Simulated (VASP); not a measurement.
# TaSi2 in VASP: single point with PBE

Aim: the single point of TaSi2 with PBE.

All numbers are computed with VASP 6.6.1; they aren't measurements. Logs are shortened: lines on timing, memory, paths and dates and some standing lists are left out, and cuts for length are marked.

**1. The cell of the first run**

The cell holds a slab with vacuum, 27 atoms: a = 4.806 Å, b = 6.597 Å, c = 26.824 Å, α = 90.00°, β = 90.00°, γ = 90.00°.

**2. Single point, PBE**

Input file INCAR:

```
  ALGO = Normal
  DIPOL = 0.5 0.5 0.506
  EDIFF = 1E-6
  ENCUT = 400
  GGA = PE
  GGA_COMPAT = False
  IDIPOL = 3
  ISIF = 2
  ISMEAR = 0
  LASPH = True
  LCHARG = True
  LDIPOL = True
  LELF = True
  LREAL = False
  LVACPOTAV = True
  LVHAR = True
  LWAVE = False
  NBANDS = 104
  NELM = 120
  NELMDL = -8
  PREC = Accurate
  SIGMA = 0.1
```

Input file KPOINTS:

```
k-points
0
Gamma
  7 6 1
```

Input file POSCAR:

```
TaSi2
1.0
    4.8056401702      0.0000000000      0.0000000000
    0.0000000000      6.5971690318      0.0000000000
    0.0000000000      0.0000000000     26.8240477842
Si Ta
18 9
Direct
    0.0000000000      0.6666666667      0.2826455985
    0.5000000000      0.6666666667      0.3329634712
    0.2727331336      0.3412784358      0.3571314621
    0.7272668664     -0.0079451025      0.3571314621
    0.2592021930      0.0034998393      0.4094285822
    0.7407978070      0.3298334940      0.4094285822
    0.5000000000      0.6666666667      0.4338942717
    0.0000000000      0.6666666667      0.4913319262
    0.7601362155      0.3322589417      0.5154266624
    0.2398637845      0.0010743916      0.5154266624
    0.7631609281     -0.0026286321      0.5652856617
    0.2368390719      0.3359619655      0.5652856617
    0.0000000000      0.6666666667      0.5913752130
    0.5000000000      0.6666666667      0.6515802778
    0.2486357362      0.3246575177      0.6758080563
    0.7513642638      0.0086758157      0.6758080563
    0.2876490486     -0.0220755022      0.7172275974
    0.7123509514      0.3554088356      0.7172275974
    0.2257786781      0.0037732330      0.3111270984
    0.7742213219      0.3295601004      0.3111270984
    0.0000000000      0.6666666667      0.3864474086
    0.7502966279     -0.0015061373      0.4627597502
    0.2497033721      0.3348394706      0.4627597502
    0.5000000000      0.6666666667      0.5410747737
    0.2555194012      0.0046127594      0.6170816950
    0.7444805988      0.3287205739      0.6170816950
    0.0000000000      0.6666666667      0.6912096035
```

Potentials or basis: VASP PAW PBE potentials, release 64 (Si, Ta_pv).

The run is started by

```sh
> cat potpaw_PBE.64/Si/POTCAR potpaw_PBE.64/Ta_pv/POTCAR > POTCAR
> mpirun -np 1 vasp_std > vasp.out
```

OUTCAR:

```text
EDIFF = 1E-6
   ENCUT = 400
   GGA = PE
   ISIF = 2
   ISMEAR = 0
   LASPH = True
   LREAL = False
   NELM = 120
   NELMDL = -8
   PREC = Accurate

 ion  position               nearest neighbor table
   1  0.000  0.667  0.283-  19 2.59  20 2.59   2 2.76   2 2.76  21 2.78
   2  0.500  0.667  0.333-   4 2.49   3 2.49  19 2.65  20 2.65   7 2.71   1 2.76   1 2.76  21 2.80
                            21 2.80
   3  0.273  0.341  0.357-   2 2.49  19 2.56   5 2.63  21 2.64   6 2.65  20 2.70  20 2.71  23 2.84
                             6 2.92
   4  0.727  0.992  0.357-   2 2.49  20 2.56   6 2.63  21 2.64   5 2.65  19 2.70  19 2.71  22 2.84
                             5 2.92
   5  0.259  0.003  0.409-   7 2.59  23 2.61  21 2.62   3 2.63  19 2.64   4 2.65  22 2.76  22 2.83
                            10 2.84   4 2.92
   6  0.741  0.330  0.409-   7 2.59  22 2.61  21 2.62   4 2.63  20 2.64   3 2.65  23 2.76  23 2.83
                             9 2.84   3 2.92
   7  0.500  0.667  0.434-   5 2.59   6 2.59  22 2.62  23 2.62   2 2.71  21 2.72  21 2.72   8 2.85
                             8 2.85  24 2.88
   8  0.000  0.667  0.491-  10 2.57   9 2.57  22 2.61  23 2.61  13 2.68  24 2.75  24 2.75  21 2.81
                             7 2.85   7 2.85
   9  0.760  0.332  0.515-   8 2.57  11 2.58  22 2.62  24 2.63  12 2.65  26 2.73  23 2.74  23 2.83
                             6 2.84  12 2.85
  10  0.240  0.001  0.515-   8 2.57  12 2.58  23 2.62  24 2.63  11 2.65  25 2.73  22 2.74  22 2.83
                             5 2.84  11 2.85
  11  0.763  0.997  0.565-  13 2.56   9 2.58  26 2.59  24 2.60  10 2.65  25 2.74  22 2.75  25 2.81
                            10 2.85  16 2.97
  12  0.237  0.336  0.565-  13 2.56  10 2.58  25 2.59  24 2.60   9 2.65  26 2.74  23 2.75  26 2.81
                             9 2.85  15 2.97
  13  0.000  0.667  0.591-  11 2.56  12 2.56  25 2.64  26 2.64  27 2.68   8 2.68  24 2.76  24 2.76
                            14 2.90  14 2.90
  14  0.500  0.667  0.652-  27 2.63  27 2.63  16 2.64  15 2.64  25 2.68  26 2.68  17 2.89  18 2.89
                            13 2.90  13 2.90  24 2.96
  15  0.249  0.325  0.676-  18 2.50  17 2.55  27 2.59  25 2.63  14 2.64  18 2.81  26 2.86  26 2.89
                            12 2.97
  16  0.751  0.009  0.676-  17 2.50  18 2.55  27 2.59  26 2.63  14 2.64  17 2.81  25 2.86  25 2.89
                            11 2.97
  17  0.288  0.978  0.717-  16 2.50  15 2.55  27 2.57  25 2.70  16 2.81  14 2.89
  18  0.712  0.355  0.717-  15 2.50  16 2.55  27 2.57  26 2.70  15 2.81  14 2.89
  19  0.226  0.004  0.311-   3 2.56   1 2.59   5 2.64   2 2.65   4 2.70   4 2.71  20 3.05  21 3.19
                            20 3.40
  20  0.774  0.330  0.311-   4 2.56   1 2.59   6 2.64   2 2.65   3 2.70   3 2.71  19 3.05  21 3.19
                            19 3.40
  21  0.000  0.667  0.386-   5 2.62   6 2.62   4 2.64   3 2.64   7 2.72   7 2.72   1 2.78   2 2.80
                             2 2.80   8 2.81  19 3.19  20 3.19  22 3.23  23 3.23
  22  0.750  0.998  0.463-   8 2.61   6 2.61   7 2.62   9 2.62  10 2.74  11 2.75   5 2.76  10 2.83
                             5 2.83   4 2.84  21 3.23  24 3.26  23 3.27  23 3.27
  23  0.250  0.335  0.463-   8 2.61   5 2.61   7 2.62  10 2.62   9 2.74  12 2.75   6 2.76   9 2.83
                             6 2.83   3 2.84  21 3.23  24 3.26  22 3.27  22 3.27
  24  0.500  0.667  0.541-  11 2.60  12 2.60  10 2.63   9 2.63   8 2.75   8 2.75  13 2.76  13 2.76
                             7 2.88  14 2.96  25 3.24  26 3.24  22 3.26  23 3.26
  25  0.256  0.005  0.617-  12 2.59  15 2.63  13 2.64  14 2.68  17 2.70  10 2.73  11 2.74  11 2.81
                            16 2.86  16 2.89  26 3.18  27 3.23  24 3.24  26 3.26
  26  0.744  0.329  0.617-  11 2.59  16 2.63  13 2.64  14 2.68  18 2.70   9 2.73  12 2.74  12 2.81
                            15 2.86  15 2.89  25 3.18  27 3.23  24 3.24  25 3.26
  27  0.000  0.667  0.691-  17 2.57  18 2.57  16 2.59  15 2.59  14 2.63  14 2.63  13 2.68  25 3.23
                            26 3.23

  LATTYP: Found a simple orthorhombic cell.
 ALAT       =     4.8056401702
 B/A-ratio  =     1.3727971297
 C/A-ratio  =     5.5817844937

  Lattice vectors:

 A1 = (   4.8056401702,   0.0000000000,   0.0000000000)
 A2 = (   0.0000000000,   6.5971690318,   0.0000000000)
 A3 = (   0.0000000000,   0.0000000000,  26.8240477842)

Analysis of symmetry for initial positions (statically):
=====================================================================
 Subroutine PRICEL returns:
 Original cell was already a primitive cell.

 Routine SETGRP: Setting up the symmetry group for a
 simple orthorhombic supercell.

 Subroutine GETGRP returns: Found  2 space group operations
 (whereof  1 operations were pure point group operations)
 out of a pool of  8 trial point group operations.

The static configuration has the point symmetry C_1 .
 The point group associated with its full space group is C_2 .

Analysis of symmetry for dynamics (positions and initial velocities):
=====================================================================
 Subroutine PRICEL returns:
 Original cell was already a primitive cell.
[... 113 lines left out ...]

 Following reciprocal coordinates:
            Coordinates               Weight
  0.000000  0.000000  0.000000      1.000000
  0.142857  0.000000  0.000000      2.000000
  0.285714  0.000000  0.000000      2.000000
  0.428571  0.000000  0.000000      2.000000
  0.000000  0.166667  0.000000      2.000000
  0.142857  0.166667  0.000000      2.000000
[... 14 lines left out ...]
  0.285714  0.500000  0.000000      2.000000
  0.428571  0.500000  0.000000      2.000000
   k-points           NKPTS =     22   k-points in BZ     NKDIM =     22   number of bands    NBANDS=    104
   number of dos      NEDOS =    301   number of ions     NIONS =     27
   total plane-waves  NPLWV = 276480
   dimension x,y,z NGX =    32 NGY =   48 NGZ =  180
   dimension x,y,z NGXF=    64 NGYF=   96 NGZF=  360
   ions per type =              18   9
   NGX,Y,Z   is equivalent  to a cutoff of  11.07, 12.10, 11.16 a.u.
   NGXF,Y,Z  is equivalent  to a cutoff of  22.14, 24.19, 22.31 a.u.
 SYSTEM =  unknown system
   PREC   = accura    normal or accurate (medium, high low for compatibility)
   ISTART =      0    job   : 0-new  1-cont  2-samecut
   ICHARG =      2    charge: 1-file 2-atom 10-const
   ISPIN  =      1    spin polarized calculation?
   LNONCOLLINEAR =      F non collinear calculations
   LSORBIT =      F    spin-orbit coupling
   LASPH  =      T    aspherical Exc in radial PAW
   ENCUT  =  400.0 eV  29.40 Ry    5.42 a.u.   7.84 10.76 43.74*2*pi/ulx,y,z
   NELM   =    120;   NELMIN=  2; NELMDL= -8     # of ELM steps
   EDIFF  = 0.1E-05   stopping-criterion for ELM
   LREAL  =      F    real-space projection
   EDIFFG = 0.1E-04   stopping-criterion for IOM
   NSW    =      0    number of steps for IOM
   IBRION =     -1    ionic relax: 0-MD 1-quasi-New 2-CG
   NFREE  =      0    steps in history (QN), initial steepest desc. (CG)
   ISIF   =      2    stress and relaxation
   ISYM   =      2    0-nonsym 1-usesym 2-fastsym
   POTIM  = 0.5000    time-step for ionic-motion
   TEBEG  =    0.0;   TEEND  =   0.0 temperature during run
   PSTRESS=    0.0 pullay stress
   NELECT =     171.0000    total number of electrons
   NUPDOWN=      -1.0000    fix difference up-down
   EMIN   =  10.00;   EMAX   =-10.00  energy-range for DOS
   EFERMI =   0.00;   METHOD = LEGACY
   ISMEAR =     0;   SIGMA  =   0.10  broadening in eV -4-tet -1-fermi 0-gaus
   EFERMI_NEDOS =   21; number of points for ismear=-14 and -15
   IALGO  =     38    algorithm
   IMIX   =      4    mixing-type and parameters
     AMIX     =   0.40;   BMIX     =  1.00
     AMIX_MAG =   1.60;   BMIX_MAG =  1.00
  volume/ion in A,a.u.               =      31.50       212.55
  Fermi-wavevector in a.u.,A,eV,Ry     =   0.959097  1.812430 12.515548  0.919867
  Thomas-Fermi vector in A             =   2.088263
   LORBIT       =      0    0 simple, 1 ext, 2 COOP (PROOUT), +10 PAW based schemes
   GGA     = PE    functional components
   LHFCALC =     F    Hartree Fock is set to
   AEXX    =    0.0000 exact exchange contribution
   IVDW    =     0    specifies the selected vdW correction
   LEPSILON=     F    determine dielectric tensor
   LRPA    =     F    only Hartree local field effects (RPA)
 non-spin polarized calculation
 Gauss-broadening in eV      SIGMA  =   0.10
  energy-cutoff  :      400.00
  volume of cell :      850.42
 maximum number of plane-waves:     15512
 NGX is ok and might be reduce to    32
   NGX = 15   NGY = 21   NGZ = 87

 dipolmoment           0.000000      0.000000     -0.116043 electrons x Angstroem

 number of electron     170.9999992 magnetization

 dipolmoment           0.000000      0.000000      0.049879 electrons x Angstroem

 Free energy of the ion-electron system (eV)
  ---------------------------------------------------
  ext. energy  EPLUGINS =         0.00000000
  ---------------------------------------------------
  free energy    TOTEN  =      -207.28650722 eV

  energy without entropy =     -207.23109874  energy(sigma->0) =     -207.25880298

 E-fermi :   1.8729     XC(G=0):  -6.4031

 val. band max:        1.8631829282   @ k =   0.1429  -0.3333   0.0000
 cond. band min:       1.8748057263   @ k =   0.2857  -0.1667   0.0000
 fundamental gap:      0.0116227982
 Fermi energy:         1.8729083845

 k-point     1 :       0.0000    0.0000    0.0000
  band No.  band energies     occupation
      1     -32.8225      2.00000
      2     -32.7930      2.00000
      3     -32.7033      2.00000
      4     -32.5787      2.00000
      5     -32.5657      2.00000
      6     -32.5291      2.00000
[... 2189 lines left out ...]
     96       3.6026      0.00000
     97       3.9573      0.00000
 [bands above 97 left out]

------------------------ aborting loop because EDIFF is reached ----------------------------------------

  FORCE on cell =-STRESS in cart. coord.  units (eV):
  Direction    XX          YY          ZZ          XY          YZ          ZX
  --------------------------------------------------------------------------------------
  -------------------------------------------------------------------------------------
  Total       -8.1187766     -4.7174050      0.0032709     -0.1733389      0.0000000      0.0000000
  in kB      -15.2956522     -8.8875196      0.0061624     -0.3265678      0.0000000      0.0000000
  external PRESSURE =      -8.0590031 kB  Pullay stress =       0.0000000 kB

 VOLUME and BASIS-vectors are now :
 -----------------------------------------------------------------------------
  energy-cutoff  :      400.00
  volume of cell :      850.42
      direct lattice vectors                 reciprocal lattice vectors
     4.805640170  0.000000000  0.000000000     0.208088822  0.000000000  0.000000000
     0.000000000  6.597169032  0.000000000     0.000000000  0.151580169  0.000000000
     0.000000000  0.000000000 26.824047784     0.000000000  0.000000000  0.037279981

 POSITION                                       TOTAL-FORCE (eV/Angst)
 -----------------------------------------------------------------------------------
      0.00000      4.39811      7.58170         0.000000      0.000000      0.001454
      2.40282      4.39811      8.93143         0.000000      0.000000      0.001832
      1.31066      2.25147      9.57971        -0.000191      0.005193      0.000018
      3.49498      6.54475      9.57971         0.000191     -0.005193      0.000018
      1.24563      0.02309     10.98253         0.003837      0.000942     -0.001797
      3.56001      2.17597     10.98253        -0.003837     -0.000942     -0.001797
[... 19 lines left out ...]
      3.57771      2.16863     16.55263        -0.002725      0.012476      0.005261
      0.00000      4.39811     18.54104         0.000000      0.000000      0.004050
 -----------------------------------------------------------------------------------
    total drift:                                0.000000      0.000001      0.000242

  FREE ENERGIE OF THE ION-ELECTRON SYSTEM (eV)
  ---------------------------------------------------
  free  energy   TOTEN  =      -207.2865072161 eV

  energy  without entropy=     -207.2310987443  energy(sigma->0) =     -207.25880298

 vacuum level on the upper side and lower side of the slab         6.524         6.239
```

Wall time 45 min (1 thread of Intel Xeon 6975P-C (Granite Rapids), shared host); peak memory 1.1 GiB.

What came out:

| Item | Value |
| --- | --- |
| Free energy | -207.2865 eV |
| Largest force | 0.014 eV/Å |
| Band gap on the k mesh | zero (an odd number of electrons rules out a gap without spin polarisation) |

Forces in eV/Å, atoms in the order of the input:
```
Si   0.000  0.000  0.001
Si   0.000  0.000  0.002
Si   0.000  0.005  0.000
Si   0.000 -0.005  0.000
Si   0.004  0.001 -0.002
Si  -0.004 -0.001 -0.002
Si   0.000  0.000 -0.006
Si   0.000  0.000 -0.005
Si   0.001  0.000  0.003
Si  -0.001  0.000  0.003
Si  -0.002 -0.003  0.000
Si   0.002  0.003  0.000
Si   0.000  0.000 -0.004
Si   0.000  0.000  0.003
Si  -0.004  0.004  0.000
Si   0.004 -0.004  0.000
Si  -0.009  0.000  0.008
Si   0.009  0.000  0.008
Ta  -0.003 -0.001 -0.006
Ta   0.003  0.001 -0.006
Ta   0.000  0.000  0.008
Ta  -0.001 -0.002 -0.009
Ta   0.001  0.002 -0.009
Ta   0.000  0.000 -0.004
Ta   0.003 -0.012  0.005
Ta  -0.003  0.012  0.005
Ta   0.000  0.000  0.004
```

Caveat: spin-orbit coupling is left out, which moves the levels of the heavy elements; an odd number of electrons without spin polarisation forces a metal; a magnetic or distorted state may lie lower.
